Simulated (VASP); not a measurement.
Input of a VASP 6.6.1 run:

Contents of INCAR:

```
PREC = Accurate ; ENCUT = 520
EDIFF = 1E-6 ; ISMEAR = -1
SIGMA = 0.03 ; LREAL = F
LASPH = T ; NELM = 100
ALGO = Normal ; ISIF = 2
LWAVE = F ; LCHARG = T
GGA = PS ; LELF = T
LVHAR = T ; NBANDS = 12
```

KPOINTS

```
regular mesh
0
Gamma
  5 4 4
```

File POSCAR:

```
Sb
1.0
    3.1224020000      0.0000000000      0.0000000000
    0.0000000000      4.3475180000      0.0000000000
   -0.0389150000      0.0000000000      4.4058520000
Sb
2
Direct
    0.0113890000      0.2500000000      0.2411660000
    0.9886110000      0.7500000000      0.7588340000
```

Potentials or basis: VASP PAW PBE potentials, release 64 (Sb).

Launch:

```console
$ cat potpaw_PBE.64/Sb/POTCAR > POTCAR
$ mpirun -np 1 vasp_std > vasp.out
```

Problem. Predict the band gap on the k mesh.

Solution. Zero (bands 5 and 6 overlap by 7.82 eV).

Problem. What does it give for the largest force?

Solution. 0.237 eV/Å.

Problem. Estimate the pressure.

Solution. -2.0 GPa.

Stress tensor (GPa, compression positive):
```
-3.66  0.00 -0.21
 0.00 -0.70  0.00
-0.21  0.00 -1.50
```

Caveat: the k points lie up to 0.40 Å⁻¹ apart, too coarse for converged energies and pressures of a metal; the PAW data sets were made with another functional, which shifts forces and pressure a little; spin-orbit coupling is left out, which moves the levels of the heavy elements.
